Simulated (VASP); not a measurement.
# Fe (P6/mmm) in VASP: further runs

The runs below take Fe through single point, with PBEsol.

All numbers are computed with VASP 6.6.1; they aren't measurements. Logs are shortened: lines on timing, memory, paths and dates and some standing lists are left out, and cuts for length are marked.

### Step 1. The cell of the first run

The structure is hexagonal, space group P6/mmm (No. 191). The conventional cell has a = 4.100 Å, b = 4.100 Å, c = 2.331 Å, α = 90.00°, β = 90.00°, γ = 120.00°. Within 3.1 Å of Fe (site symmetry 6/mmm) lie 14 Fe at 2.33 to 2.64 Å. Fe (site symmetry -6m2) has 11 Fe at 2.33 to 2.64 Å within 3.1 Å.

This isn't the form of Fe at room conditions, which is bcc.

### Step 2. Single point, PBEsol, collinear spin, ferromagnetic start

INCAR

```
PREC     = Accurate       # precision mode
ENCUT    = 520            # plane-wave cutoff, eV
EDIFF    = 1E-6           # SCF threshold, eV
ISMEAR   = -1             # smearing method
SIGMA    = 0.05           # smearing width, eV
LREAL    = False          # projectors in reciprocal space
LASPH    = True           # aspherical terms in the spheres
NELM     = 150            # most SCF steps
ALGO     = Normal         # electronic algorithm
ISIF     = 2              # what is computed and relaxed
LWAVE    = False          # write WAVECAR
LCHARG   = True           # write CHGCAR
ISPIN    = 2              # spin polarisation
MAGMOM   = 2.5 2.5 2.5    # initial moments
LORBIT   = 11             # projections on sites
LMAXMIX  = 4              # l up to which the mixer works
GGA      = PS             # functional
LELF     = True           # ELF
LVHAR    = True         
NBANDS   = 23             # bands
```

KPOINTS

```
Automatic mesh
0
Gamma
  9 9 13
```

POSCAR

```
Fe
1.0
    4.1003242270      0.0000000000      0.0000000000
   -2.0501621135      3.5509849443      0.0000000000
    0.0000000000      0.0000000000      2.3308402562
Fe
3
Direct
    0.0000000000      0.0000000000      0.0000000000
    0.3333333333      0.6666666667      0.5000000000
    0.6666666667      0.3333333333      0.5000000000
```

Potentials or basis: VASP PAW PBE potentials, release 64 (Fe).

Run with:

```sh
$ cat potpaw_PBE.64/Fe/POTCAR > POTCAR
$ mpirun -np 1 vasp_std > vasp.out
```

OUTCAR:

```text
PREC = Accurate
   ENCUT = 520
   EDIFF = 1E-6
   ISMEAR = -1
   LREAL = False
   LASPH = True
   NELM = 150
   ISIF = 2
   ISPIN = 2
   LORBIT = 11
   GGA = PS

 ion  position               nearest neighbor table
   1  0.000  0.000  0.000-   2 2.64   3 2.64   2 2.64   3 2.64   2 2.64   2 2.64   3 2.64   3 2.64
                             3 2.64   3 2.64   2 2.64   2 2.64
   2  0.333  0.667  0.500-   3 2.37   3 2.37   3 2.37   1 2.64   1 2.64   1 2.64   1 2.64   1 2.64
                             1 2.64
   3  0.667  0.333  0.500-   2 2.37   2 2.37   2 2.37   1 2.64   1 2.64   1 2.64   1 2.64   1 2.64
                             1 2.64

  LATTYP: Found a hexagonal cell.
 ALAT       =     4.1003242270
 C/A-ratio  =     0.5684526704

  Lattice vectors:

 A1 = (   4.1003242270,   0.0000000000,   0.0000000000)
 A2 = (  -2.0501621135,   3.5509849443,   0.0000000000)
 A3 = (   0.0000000000,   0.0000000000,   2.3308402562)

Analysis of symmetry for initial positions (statically):
=====================================================================
 Subroutine PRICEL returns:
 Original cell was already a primitive cell.

 Routine SETGRP: Setting up the symmetry group for a
 hexagonal supercell.

 Subroutine GETGRP returns: Found 24 space group operations
 (whereof 24 operations were pure point group operations)
 out of a pool of 24 trial point group operations.

The static configuration has the point symmetry D_6h.

Analysis of symmetry for dynamics (positions and initial velocities):
=====================================================================
 Subroutine PRICEL returns:
 Original cell was already a primitive cell.

 Routine SETGRP: Setting up the symmetry group for a
 hexagonal supercell.

 Subroutine GETGRP returns: Found 24 space group operations
 (whereof 24 operations were pure point group operations)
 out of a pool of 24 trial point group operations.

The dynamic configuration has the point symmetry D_6h.

Analysis of structural, dynamic, and magnetic symmetry:
=====================================================================
 Subroutine PRICEL returns:
 Original cell was already a primitive cell.

 Routine SETGRP: Setting up the symmetry group for a
 hexagonal supercell.

 Subroutine GETGRP returns: Found 24 space group operations
 (whereof 24 operations were pure point group operations)
 out of a pool of 24 trial point group operations.

The overall configuration has the point symmetry D_6h.

 Subroutine INISYM returns: Found 24 space group operations
 (whereof 24 operations are pure point group operations),
 and found     1 'primitive' translations

----------------------------------------------------------------------------------------

                                     Primitive cell

  volume of cell :      33.9375

  direct lattice vectors                    reciprocal lattice vectors
     4.100324227  0.000000000  0.000000000     0.243883153  0.140806004  0.000000000
    -2.050162113  3.550984944  0.000000000     0.000000000  0.281612008  0.000000000
     0.000000000  0.000000000  2.330840256     0.000000000  0.000000000  0.429029830

  length of vectors
     4.100324227  4.100324227  2.330840256     0.281612008  0.281612008  0.429029830

  position of ions in fractional coordinates (direct lattice)
     0.000000000  0.000000000  0.000000000
     0.333333333  0.666666667  0.500000000
     0.666666667  0.333333333  0.500000000

  ion indices of the primitive-cell ions
   primitive index   ion index
                 1           1
                 2           2
                 3           3

----------------------------------------------------------------------------------------

 KPOINTS: Automatic mesh

Automatic generation of k-mesh.
 Grid dimensions read from file:
 generate k-points for:    9    9   13

 Generating k-lattice:

  Cartesian coordinates                     Fractional coordinates (reciprocal lattice)
     0.027098128  0.015645112  0.000000000     0.111111111 -0.000000000  0.000000000
     0.000000000  0.031290223  0.000000000     0.000000000  0.111111111  0.000000000
     0.000000000  0.000000000  0.033002295     0.000000000  0.000000000  0.076923077

  Length of vectors
     0.031290223  0.031290223  0.033002295

  Shift w.r.t. Gamma in fractional coordinates (k-lattice)
     0.000000000  0.000000000  0.000000000

 Subroutine IBZKPT returns following result:
 ===========================================

 Found     84 irreducible k-points:

 Following reciprocal coordinates:
            Coordinates               Weight
  0.000000  0.000000  0.000000      1.000000
  0.111111 -0.000000  0.000000      6.000000
  0.222222  0.000000  0.000000      6.000000
  0.333333 -0.000000  0.000000      6.000000
  0.444444  0.000000  0.000000      6.000000
  0.111111  0.111111  0.000000      6.000000
[... 16 lines left out ...]
  0.333333  0.222222  0.076923     24.000000
  0.333333  0.333333  0.076923      4.000000
[... 32 lines left out ...]
   EMIN   =  10.00;   EMAX   =-10.00  energy-range for DOS
   EFERMI =   0.00;   METHOD = LEGACY
   ISMEAR =    -1;   SIGMA  =   0.05  broadening in eV -4-tet -1-fermi 0-gaus
   EFERMI_NEDOS =   21; number of points for ismear=-14 and -15
   IALGO  =     38    algorithm
   IMIX   =      4    mixing-type and parameters
     AMIX     =   0.40;   BMIX     =  1.00
     AMIX_MAG =   1.60;   BMIX_MAG =  1.00
  volume/ion in A,a.u.               =      11.31        76.34
  Fermi-wavevector in a.u.,A,eV,Ry     =   1.458541  2.756243 28.944255  2.127343
  Thomas-Fermi vector in A             =   2.575214
   LORBIT       =     11    0 simple, 1 ext, 2 COOP (PROOUT), +10 PAW based schemes
   GGA     = PS    functional components
   LHFCALC =     F    Hartree Fock is set to
   AEXX    =    0.0000 exact exchange contribution
   IVDW    =     0    specifies the selected vdW correction
   LEPSILON=     F    determine dielectric tensor
   LRPA    =     F    only Hartree local field effects (RPA)
 spin polarized calculation
  energy-cutoff  :      520.00
  volume of cell :       33.94
 maximum number of plane-waves:       927
   NGX = 15   NGY = 15   NGZ =  9

 number of electron      24.0000009 magnetization       7.0153742

 Free energy of the ion-electron system (eV)
  ---------------------------------------------------
  ext. energy  EPLUGINS =         0.00000000
  ---------------------------------------------------
  free energy    TOTEN  =       -26.06837236 eV

  energy without entropy =      -26.03788445  energy(sigma->0) =      -26.05312841

 E-fermi :   5.9019     XC(G=0): -13.2800

 val. band max:        5.8989857788   @ k =   0.4444   0.0000   0.0769
 cond. band min:       5.9026716932   @ k =   0.1111  -0.0000   0.0000
 fundamental gap:      0.0036859144
 Fermi energy:         5.9018953364

 spin component 1

 k-point     1 :       0.0000    0.0000    0.0000
  band No.  band energies     occupation
      1      -2.8561      1.00000
      2       1.2526      1.00000
      3       2.5053      1.00000
      4       2.5053      1.00000
      5       2.5692      1.00000
      6       2.6545      1.00000
[... 15 lines left out ...]
     22      14.5413      0.00000
     23      24.4919      0.00000
[... 575 lines left out ...]
      1       0.2744      1.00000
      2       0.5442      1.00000
      3       0.5442      1.00000
      4       2.5028      1.00000
      5       2.5028      1.00000
      6       2.6360      1.00000
[... 15 lines left out ...]
     22      25.0619      0.00000
     23      25.0619      0.00000

 [... further k-points ...]

 spin component 2

 k-point     1 :       0.0000    0.0000    0.0000
  band No.  band energies     occupation
      1      -2.5088      1.00000
      2       2.7307      1.00000
      3       4.0730      1.00000
      4       4.0747      1.00000
      5       4.0747      1.00000
      6       4.0790      1.00000
[... 15 lines left out ...]
     22      15.5167      0.00000
     23      25.0740      0.00000
[... 575 lines left out ...]
      1       1.0400      1.00000
      2       1.2507      1.00000
      3       1.2507      1.00000
      4       4.1964      1.00000
      5       4.1964      1.00000
      6       4.5650      1.00000
[... 15 lines left out ...]
     22      25.4765      0.00000
     23      25.4765      0.00000

 [... further k-points ...]

------------------------ aborting loop because EDIFF is reached ----------------------------------------

  FORCE on cell =-STRESS in cart. coord.  units (eV):
  Direction    XX          YY          ZZ          XY          YZ          ZX
  --------------------------------------------------------------------------------------
  -------------------------------------------------------------------------------------
  Total        0.0426812      0.0426812     -0.0644962      0.0000000     -0.0000000     -0.0000000
  in kB        2.0149650      2.0149650     -3.0448440      0.0000000     -0.0000000     -0.0000000
  external PRESSURE =       0.3283620 kB  Pullay stress =       0.0000000 kB

 VOLUME and BASIS-vectors are now :
 -----------------------------------------------------------------------------
  energy-cutoff  :      520.00
  volume of cell :       33.94
      direct lattice vectors                 reciprocal lattice vectors
     4.100324227  0.000000000  0.000000000     0.243883153  0.140806004  0.000000000
    -2.050162113  3.550984944  0.000000000     0.000000000  0.281612008  0.000000000
     0.000000000  0.000000000  2.330840256     0.000000000  0.000000000  0.429029830

 POSITION                                       TOTAL-FORCE (eV/Angst)
 -----------------------------------------------------------------------------------
      0.00000      0.00000      0.00000         0.000000      0.000000     -0.000000
     -0.00000      2.36732      1.16542        -0.000000      0.000000     -0.000000
      2.05016      1.18366      1.16542         0.000000     -0.000000      0.000000
 -----------------------------------------------------------------------------------
    total drift:                               -0.000000      0.000000      0.000000

  FREE ENERGIE OF THE ION-ELECTRON SYSTEM (eV)
  ---------------------------------------------------
  free  energy   TOTEN  =       -26.0683723634 eV

  energy  without entropy=      -26.0378844548  energy(sigma->0) =      -26.05312841

 total charge

# of ion       s       p       d       tot
------------------------------------------
    1        0.487   0.542   6.222   7.251
    2        0.509   0.538   6.290   7.337
    3        0.509   0.538   6.290   7.337
--------------------------------------------------
tot          1.504   1.618  18.803  21.924

 magnetization (x)

# of ion       s       p       d       tot
------------------------------------------
    1       -0.010  -0.041   2.508   2.458
    2       -0.012  -0.023   2.283   2.248
    3       -0.012  -0.023   2.283   2.248
--------------------------------------------------
tot         -0.033  -0.087   7.075   6.954
```

Run time: 8.3 min. Hardware: 1 thread of Intel Xeon 8259CL, shared host; peak memory 0.22 GiB.

Results:

* Free energy: -26.0684 eV
* Pressure: 0.0 GPa
* Net moment: 7.02 μB per cell
* Site moments: Fe +2.46, +2.25 (each value once) μB
* Valence electrons inside the program's atomic spheres: Fe 7.25, 7.34 (each value once)

Stress tensor (GPa, compression positive):
```
 0.20  0.00  0.00
 0.00  0.20  0.00
 0.00  0.00 -0.30
```

Levels at points of the mesh, in eV from the Fermi level:
Spin up:
```tsv
k point	band 12	band 13	band 14	band 15	band 16	band 17	band 18	band 19	band 20	band 21
(0.00, 0.00, 0.00)	-1.38	-1.34	-1.34	-0.27	-0.27	6.00	6.00	6.04	6.04	8.49
```
Spin down:
```tsv
k point	band 7	band 8	band 9	band 10	band 11	band 12
(0.00, 0.00, 0.00)	-1.82	-1.13	0.09	0.09	1.27	1.27
```

Caveat: the PAW data sets were made with another functional, which shifts forces and pressure a little.

### Step 3. Single point, PBEsol, collinear spin, ferromagnetic start (9.95 Å³/atom)

This run uses another cell than the first one, of 9.95 Å³/atom.

INCAR

```
SYSTEM = Fe
PREC     = Accurate       ! precision mode
ENCUT    = 520            ! plane-wave cutoff, eV
EDIFF    = 1E-6           ! SCF threshold, eV
ISMEAR   = -1             ! smearing method
SIGMA    = 0.05           ! smearing width, eV
LREAL    = .FALSE.        ! projectors in reciprocal space
LASPH    = .TRUE.         ! aspherical terms in the spheres
NELM     = 150            ! most SCF steps
ALGO     = Normal         ! electronic algorithm
ISIF     = 2              ! what is computed and relaxed
LWAVE    = .FALSE.        ! write WAVECAR
LCHARG   = .FALSE.        ! write CHGCAR
ISPIN    = 2              ! spin polarisation
MAGMOM   = 2.473 2.24 2.24 ! initial moments
LORBIT   = 11             ! projections on sites
LMAXMIX  = 4              ! l up to which the mixer works
GGA      = PS             ! functional
NBANDS   = 23             ! bands
```

KPOINTS

```
regular mesh
0
G
  10 10 15
  0 0 0
```

POSCAR

```
Fe
1.0
    3.9292749843      0.0000000000      0.0000000000
   -1.9646374922      3.4028519549      0.0000000000
    0.0000000000      0.0000000000      2.2336068574
Fe
3
Direct
    0.0000000000      0.0000000000      0.0000000000
    0.3333333333      0.6666666667      0.5000000000
    0.6666666667      0.3333333333      0.5000000000
```

Potentials or basis: VASP PAW PBE potentials, release 64 (Fe).

Run with:

```sh
$ cat potpaw_PBE.64/Fe/POTCAR > POTCAR
$ mpirun -np 1 vasp_std > vasp.out
```

Run time: 11 min. Hardware: 1 thread of Intel Xeon 8259CL, shared host; peak memory 0.24 GiB.

Results (log left out):

```
Free energy                                           : -26.0132 eV
Pressure                                              : 3.2 GPa
Net moment                                            : 0.47 μB per cell
Site moments                                          : Fe +0.55, -0.04 (each value once) μB
Valence electrons inside the program's atomic spheres : Fe 7.55, 7.63 (each value once)
```

Stress tensor (GPa, compression positive):
```
-10.64   0.00   0.00
  0.00 -10.64   0.00
  0.00   0.00  31.02
```

Levels at points of the mesh, in eV from the Fermi level:
Spin up:
```
           k point  band 9  band 10  band 11  band 12  band 13  band 14  band 15  band 16
(0.00, 0.00, 0.00)   -1.59    -1.59    -0.49    -0.49    -0.31    -0.31     1.01     1.01
(0.50, 0.00, 0.00)   -1.04    -0.36    -0.16    -0.04     0.01     0.54     0.56     0.62
```
Spin down:
| k point | band 8 | band 9 | band 10 | band 11 | band 12 | band 13 | band 14 | band 15 | band 16 | band 17 |
| --- | --- | --- | --- | --- | --- | --- | --- | --- | --- | --- |
| (0.00, 0.00, 0.00) | -2.49 | -1.38 | -1.38 | -0.35 | -0.35 | -0.12 | -0.12 | 1.19 | 1.19 | 7.41 |
| (0.50, 0.00, 0.00) | -2.37 | -0.89 | -0.21 | 0.00 | 0.03 | 0.38 | 0.54 | 0.70 | 0.81 | 0.94 |

Caveat: the stress differs along the axes, from -11 to 31 GPa; the PAW data sets were made with another functional, which shifts forces and pressure a little.

### Step 4. Single point, PBEsol, collinear spin, ferromagnetic start (10.41 Å³/atom)

This run uses another cell than the first one, of 10.41 Å³/atom.

INCAR

```
SYSTEM = Fe
ALGO     = Normal         ! electronic algorithm
EDIFF    = 1E-6           ! SCF threshold, eV
ENCUT    = 520            ! plane-wave cutoff, eV
GGA      = PS             ! functional
ISIF     = 2              ! what is computed and relaxed
ISMEAR   = -1             ! smearing method
ISPIN    = 2              ! spin polarisation
LASPH    = .TRUE.         ! aspherical terms in the spheres
LCHARG   = .FALSE.        ! write CHGCAR
LMAXMIX  = 4              ! l up to which the mixer works
LORBIT   = 11             ! projections on sites
LREAL    = .FALSE.        ! projectors in reciprocal space
LWAVE    = .FALSE.        ! write WAVECAR
MAGMOM   = 2.473 2.24 2.24 ! initial moments
NBANDS   = 23             ! bands
NELM     = 150            ! most SCF steps
PREC     = Accurate       ! precision mode
SIGMA    = 0.05           ! smearing width, eV
```

KPOINTS

```
k-points
0
G
  10 10 15
  0 0 0
```

POSCAR

```
Fe
1.0
    3.9879295270      0.0000000000      0.0000000000
   -1.9939647635      3.4536482789      0.0000000000
    0.0000000000      0.0000000000      2.2669491889
Fe
3
Direct
    0.0000000000      0.0000000000      0.0000000000
    0.3333333333      0.6666666667      0.5000000000
    0.6666666667      0.3333333333      0.5000000000
```

Run with:

```sh
$ cat potpaw_PBE.64/Fe/POTCAR > POTCAR
$ mpirun -np 1 vasp_std > vasp.out
```

Run time: 11 min. Hardware: 1 thread of Intel Xeon 8259CL, shared host; peak memory 0.24 GiB.

It converged, with:

- Free energy: -25.9900 eV
- Pressure: -8.4 GPa
- Net moment: 1.26 μB per cell
- Site moments: Fe +0.91, +0.17 (each value once) μB
- Valence electrons inside the program's atomic spheres: Fe 7.43, 7.51 (each value once)

Stress tensor (GPa, compression positive):
```
-20.15   0.00   0.00
  0.00 -20.15   0.00
  0.00   0.00  15.16
```

Levels at points of the mesh, in eV from the Fermi level:
Spin up:
| k point | band 10 | band 11 | band 12 | band 13 | band 14 | band 15 | band 16 | band 17 |
| --- | --- | --- | --- | --- | --- | --- | --- | --- |
| (0.00, 0.00, 0.00) | -1.58 | -0.58 | -0.58 | -0.39 | -0.39 | 0.82 | 0.82 | 6.97 |
| (0.50, 0.00, 0.00) | -0.46 | -0.26 | -0.16 | 0.04 | 0.37 | 0.45 | 0.46 | 0.58 |
Spin down:
```tsv
k point	band 10	band 11	band 12	band 13	band 14	band 15
(0.00, 0.00, 0.00)	-1.10	-0.14	-0.14	0.10	0.10	1.34
(0.50, 0.00, 0.00)	-0.01	0.08	0.21	0.59	0.63	0.85
```

Caveat: the stress differs along the axes, from -20 to 15 GPa; the PAW data sets were made with another functional, which shifts forces and pressure a little.

### Step 5. Overview

| cell | k mesh | gap on the mesh (eV) | pressure (GPa) | moment (μB) |
| --- | --- | --- | --- | --- |
| a = 4.100, b = 4.100, c = 2.331 Å, angles 90.0, 90.0, 120.0°, 3 atoms | 9 × 9 × 13 | none | 0.0 | 7.02 |
| a = 3.929, b = 3.929, c = 2.234 Å, angles 90.0, 90.0, 120.0°, 3 atoms | 10 × 10 × 15 | none | 3.2 | 0.47 |
| a = 3.988, b = 3.988, c = 2.267 Å, angles 90.0, 90.0, 120.0°, 3 atoms | 10 × 10 × 15 | none | -8.4 | 1.26 |

Alike in all rows: task single point; level PBEsol; potentials or basis VASP PAW PBE potentials, release 64 (Fe); spin collinear, ferromagnetic start; cutoff (eV) 520; smearing fermi-dirac 0.05 eV.

Caveats: the PAW data sets were made with another functional, which shifts forces and pressure a little; the stress differs along the axes, from -11 to 31 GPa (at least some runs); the stress differs along the axes, from -20 to 15 GPa (at least some runs).

Absolute energies hang on the potentials; compare differences alone.
